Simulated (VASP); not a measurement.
# HfNb3F (P-6m2) in VASP: further runs, part 2 of 2

VASP 6.6.1. The steps go on from the part before.

## 3. Single point, PBE

This run uses another cell than the first one, of 19.66 Å³/atom.

INCAR

```
SYSTEM = HfNb3F
  PREC = Accurate
  ENCUT = 600
  EDIFF = 1E-6
  ISMEAR = 0
  SIGMA = 0.1
  LREAL = .False.
  LASPH = .True.
  NELM = 120
  ALGO = Normal
  ISIF = 2
  LWAVE = .False.
  LCHARG = .True.
  GGA = PE
  LELF = .True.
  LVHAR = .True.
  NBANDS = 36
  GGA_COMPAT = .False.
```

KPOINTS

```
regular mesh
0
Gamma
  6 6 4
  0 0 0
```

POSCAR

```
HfNb3F
1.0
    3.4617690552      0.0000000000      0.0000000000
   -1.7308845276      2.9979799438      0.0000000000
    0.0000000000      0.0000000000      9.4726356838
Hf Nb F
1 3 1
Direct
    0.0000000000      0.0000000000      0.0000000000
    0.3333333333      0.6666666667      0.7652197490
    0.3333333333      0.6666666667      0.2347802510
    0.3333333333      0.6666666667      0.5000000000
    0.0000000000      0.0000000000      0.5000000000
```

Potentials or basis: VASP PAW PBE potentials, release 64 (Hf_pv, Nb_sv, F).

Run with:

```sh
$ cat potpaw_PBE.64/Hf_pv/POTCAR potpaw_PBE.64/Nb_sv/POTCAR potpaw_PBE.64/F/POTCAR > POTCAR
$ mpirun -np 1 vasp_std > vasp.out
```

OUTCAR:

```text
SYSTEM = HfNb3F
   PREC = Accurate
   ENCUT = 600
   EDIFF = 1E-6
   ISMEAR = 0
   LREAL = .False.
   LASPH = .True.
   NELM = 120
   ISIF = 2
   GGA = PE

 ion  position               nearest neighbor table
   1  0.000  0.000  0.000-   2 2.99   3 2.99   2 2.99   3 2.99   2 2.99   3 2.99
   2  0.333  0.667  0.765-   4 2.51   1 2.99   1 2.99   1 2.99
   3  0.333  0.667  0.235-   4 2.51   1 2.99   1 2.99   1 2.99
   4  0.333  0.667  0.500-   5 2.00   5 2.00   5 2.00   2 2.51   3 2.51
   5  0.000  0.000  0.500-   4 2.00   4 2.00   4 2.00

  LATTYP: Found a hexagonal cell.
 ALAT       =     3.4617690552
 C/A-ratio  =     2.7363569125

  Lattice vectors:

 A1 = (   3.4617690552,   0.0000000000,   0.0000000000)
 A2 = (  -1.7308845276,   2.9979799438,   0.0000000000)
 A3 = (   0.0000000000,   0.0000000000,   9.4726356838)

Analysis of symmetry for initial positions (statically):
=====================================================================
 Subroutine PRICEL returns:
 Original cell was already a primitive cell.

 Routine SETGRP: Setting up the symmetry group for a
 hexagonal supercell.

 Subroutine GETGRP returns: Found 12 space group operations
 (whereof 12 operations were pure point group operations)
 out of a pool of 24 trial point group operations.

The static configuration has the point symmetry D_3h.

Analysis of symmetry for dynamics (positions and initial velocities):
=====================================================================
 Subroutine PRICEL returns:
 Original cell was already a primitive cell.

 Routine SETGRP: Setting up the symmetry group for a
 hexagonal supercell.

 Subroutine GETGRP returns: Found 12 space group operations
 (whereof 12 operations were pure point group operations)
 out of a pool of 24 trial point group operations.

The dynamic configuration has the point symmetry D_3h.

[... 118 lines left out ...]
   IMIX   =      4    mixing-type and parameters
     AMIX     =   0.40;   BMIX     =  1.00
     AMIX_MAG =   1.60;   BMIX_MAG =  1.00
  volume/ion in A,a.u.               =      19.66       132.69
  Fermi-wavevector in a.u.,A,eV,Ry     =   1.357078  2.564506 25.057332  1.841662
  Thomas-Fermi vector in A             =   2.484027
   LORBIT       =      0    0 simple, 1 ext, 2 COOP (PROOUT), +10 PAW based schemes
   GGA     = PE    functional components
   LHFCALC =     F    Hartree Fock is set to
   AEXX    =    0.0000 exact exchange contribution
   IVDW    =     0    specifies the selected vdW correction
   LEPSILON=     F    determine dielectric tensor
   LRPA    =     F    only Hartree local field effects (RPA)
 non-spin polarized calculation
 Gauss-broadening in eV      SIGMA  =   0.10
  energy-cutoff  :      600.00
  volume of cell :       98.31
 maximum number of plane-waves:      3310
 NGX is ok and might be reduce to    28
   NGX = 13   NGY = 13   NGZ = 37

 number of electron      56.0000008 magnetization

 Free energy of the ion-electron system (eV)
  ---------------------------------------------------
  ext. energy  EPLUGINS =         0.00000000
  ---------------------------------------------------
  free energy    TOTEN  =       -40.99220055 eV

  energy without entropy =      -40.96380344  energy(sigma->0) =      -40.97800199

 E-fermi :   7.5364     XC(G=0): -11.1993

 val. band max:        7.5260114041   @ k =   0.5000   0.0000   0.2500
 cond. band min:       7.5606312894   @ k =   0.3333   0.1667   0.0000
 fundamental gap:      0.0346198853
 Fermi energy:         7.5364028961

 k-point     1 :       0.0000    0.0000    0.0000
  band No.  band energies     occupation
      1     -47.9618      2.00000
      2     -47.2338      2.00000
      3     -47.2037      2.00000
      4     -24.4841      2.00000
      5     -24.2192      2.00000
      6     -24.2192      2.00000
[... 808 lines left out ...]
     35      10.3671      0.00000
     36      10.5984      0.00000

------------------------ aborting loop because EDIFF is reached ----------------------------------------

  FORCE on cell =-STRESS in cart. coord.  units (eV):
  Direction    XX          YY          ZZ          XY          YZ          ZX
  --------------------------------------------------------------------------------------
  -------------------------------------------------------------------------------------
  Total       -0.1954937     -0.1954937     -0.1883469      0.0000000      0.0000000      0.0000000
  in kB       -3.1860002     -3.1860002     -3.0695275      0.0000000      0.0000000      0.0000000
  external PRESSURE =      -3.1471760 kB  Pullay stress =       0.0000000 kB

 VOLUME and BASIS-vectors are now :
 -----------------------------------------------------------------------------
  energy-cutoff  :      600.00
  volume of cell :       98.31
      direct lattice vectors                 reciprocal lattice vectors
     3.461769055  0.000000000  0.000000000     0.288869646  0.166778968  0.000000000
    -1.730884528  2.997979944  0.000000000     0.000000000  0.333557935  0.000000000
     0.000000000  0.000000000  9.472635684     0.000000000  0.000000000  0.105567240

 POSITION                                       TOTAL-FORCE (eV/Angst)
 -----------------------------------------------------------------------------------
      0.00000      0.00000      0.00000         0.000000     -0.000000      0.000000
     -0.00000      1.99865      7.24865        -0.000000     -0.000000      0.027331
     -0.00000      1.99865      2.22399        -0.000000     -0.000000     -0.027331
     -0.00000      1.99865      4.73632        -0.000000      0.000000      0.000000
      0.00000      0.00000      4.73632         0.000000     -0.000000      0.000000
 -----------------------------------------------------------------------------------
    total drift:                                0.000003     -0.000002     -0.000000

  FREE ENERGIE OF THE ION-ELECTRON SYSTEM (eV)
  ---------------------------------------------------
  free  energy   TOTEN  =       -40.9922005490 eV

  energy  without entropy=      -40.9638034401  energy(sigma->0) =      -40.97800199
```

Wall time 50 s (1 thread of Intel Xeon 6975P-C (Granite Rapids), shared host); peak memory 0.28 GiB.

Results:

```yaml
Free_energy: -40.9922 eV
Pressure: -0.3 GPa
Largest_force: 0.027 eV/Å
Band_gap_on_the_k_mesh: zero (bands 28 and 29 overlap by 0.29 eV)
```

Forces on the atoms (eV/Å):
```
Hf   0.000  0.000  0.000
Nb   0.000  0.000  0.027
Nb   0.000  0.000 -0.027
Nb   0.000  0.000  0.000
F    0.000  0.000  0.000
```

Caveat: spin-orbit coupling is left out, which moves the levels of the heavy elements.

## 4. Single point, PBE, collinear spin, zero start

INCAR

```
SYSTEM = HfNb3F
PREC = Accurate
ENCUT = 600
EDIFF = 1E-6
ISMEAR = 0
SIGMA = 0.1
LREAL = .FALSE.
LASPH = .TRUE.
NELM = 200
ALGO = Normal
ISIF = 2
LWAVE = .FALSE.
LCHARG = .FALSE.
ISPIN = 2
MAGMOM = 0 0 0 0 0
LORBIT = 11
LMAXMIX = 4
GGA = PE
NBANDS = 40
GGA_COMPAT = .FALSE.
```

KPOINTS

```
regular mesh
0
G
  6 6 4
  0 0 0
```

POSCAR

```
HfNb3F
1.0
    3.7852477200      0.0000000000      0.0000000000
   -1.8926238600      3.2781206800      0.0000000000
    0.0000000000      0.0000000000      6.7765089100
Hf Nb F
1 3 1
Direct
    0.0000000000      0.0000000000      0.0000000000
    0.3333333300      0.6666666700      0.8143208300
    0.3333333300      0.6666666700      0.1856791700
    0.3333333300      0.6666666700      0.5000000000
    0.0000000000      0.0000000000      0.5000000000
```

Run with:

```sh
$ cat potpaw_PBE.64/Hf_pv/POTCAR potpaw_PBE.64/Nb_sv/POTCAR potpaw_PBE.64/F/POTCAR > POTCAR
$ mpirun -np 1 vasp_std > vasp.out
```

Run time: 92 s. Hardware: 1 thread of Intel Xeon 6975P-C (Granite Rapids), shared host; peak memory 0.33 GiB.

The run converged. Its results:

- Free energy: -34.6841 eV
- Pressure: 41.8 GPa
- Largest force: 0.413 eV/Å
- Band gap on the k mesh: zero (filled and empty bands overlap)
- Net moment: 0.00 μB per cell
- Valence electrons inside the program's atomic spheres: Hf 9.14; Nb 11.43, 11.22 (each value once); F 6.11

Forces in eV/Å, atoms in the order of the input:
```
Hf   0.000  0.000  0.000
Nb   0.000  0.000 -0.413
Nb   0.000  0.000  0.413
Nb   0.000  0.000  0.000
F    0.000  0.000  0.000
```

Stress tensor (GPa, compression positive):
```
17.40  0.00  0.00
 0.00 17.40  0.00
 0.00  0.00 90.73
```

Levels at points of the mesh, in eV from the Fermi level:
Spin up:
```csv
k point,band 25,band 26,band 27,band 28,band 29,band 30,band 31,band 32
"(0.00, 0.00, 0.00)",-2.40,-1.64,-1.64,-1.26,-0.22,0.04,0.04,1.04
"(0.50, 0.00, 0.00)",-1.67,-1.33,-1.10,0.16,0.30,0.32,1.47,1.75
"(0.00, 0.00, 0.50)",-1.89,-1.89,-0.64,-0.35,-0.35,1.02,1.02,1.84
"(0.50, 0.00, 0.50)",-0.99,-0.60,-0.24,-0.20,0.27,0.74,1.53,1.54
```
Spin down:
```
           k point  band 24  band 25  band 26  band 27  band 28  band 29  band 30  band 31  band 32  band 33
(0.00, 0.00, 0.00)    -2.40    -2.40    -1.64    -1.64    -1.26    -0.22     0.04     0.04     1.04     2.79
(0.50, 0.00, 0.00)    -2.49    -1.67    -1.33    -1.10     0.16     0.30     0.32     1.47     1.75     1.83
(0.00, 0.00, 0.50)    -2.23    -1.89    -1.89    -0.64    -0.35    -0.35     1.02     1.02     1.84     1.97
(0.50, 0.00, 0.50)    -1.06    -0.99    -0.60    -0.24    -0.20     0.27     0.74     1.53     1.54     1.99
```

Caveat: the cell stands under pressure; spin-orbit coupling is left out, which moves the levels of the heavy elements.

## 5. Overview

```csv
spin,cell,gap on the mesh (eV),pressure (GPa),largest force (eV/Å)
off,"a = 3.785, b = 3.785, c = 6.777 Å, angles 90.0, 90.0, 120.0°, 5 atoms, atomic positions A",none,41.8,0.41
off,"a = 3.462, b = 3.462, c = 9.473 Å, angles 90.0, 90.0, 120.0°, 5 atoms, atomic positions B",none,-0.3,0.03
"collinear, zero start","a = 3.785, b = 3.785, c = 6.777 Å, angles 90.0, 90.0, 120.0°, 5 atoms, atomic positions A",none,41.8,0.41
```

Alike in all rows: task single point; level PBE; potentials or basis VASP PAW PBE potentials, release 64 (Hf_pv, Nb_sv, F); k mesh 6 × 6 × 4; cutoff (eV) 600; smearing gaussian 0.1 eV.

Caveats: spin-orbit coupling is left out, which moves the levels of the heavy elements; the cell stands under pressure (at least some runs).

Absolute energies hang on the potentials; compare differences alone.
